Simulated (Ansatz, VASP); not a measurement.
# One calculation of Hg, two programs

```xyz
1
Lattice="0.0000 2.3919 2.3919 2.3919 0.0000 2.3919 2.3919 2.3919 0.0000" Properties=species:S:1:pos:R:3 pbc="T T T"
Hg    0.0000    0.0000    0.0000
```

Alike in both runs: task single point; functional PBE; k mesh 8 × 8 × 8; occupations gaussian, width 0.01 eV; no spin polarisation.

|  | VASP | Ansatz |
| --- | --- | --- |
| version | VASP 6.6.1 | Ansatz 0.2.0 |
| potentials or method | VASP PAW PBE potentials, release 64 (Hg), cutoff 520 eV | scalar-relativistic, plane waves, PAW |
| valence electrons in the cell | 12 | 20 |

```csv
,VASP,Ansatz,Ansatz less VASP
gap on the k mesh at the Fermi level (eV),none,none,-
pressure (GPa),1.9,1.8,-0.13
```

A gap of «none» marks a metal or a gap that the smearing closes. With one functional, cell and mesh, what is left measures potentials, basis and numerics. VASP's potentials hold 12 valence electrons a cell and Ansatz's 20, so a difference there can come from the potentials and not from the codes.

Neither program's run includes spin-orbit coupling.
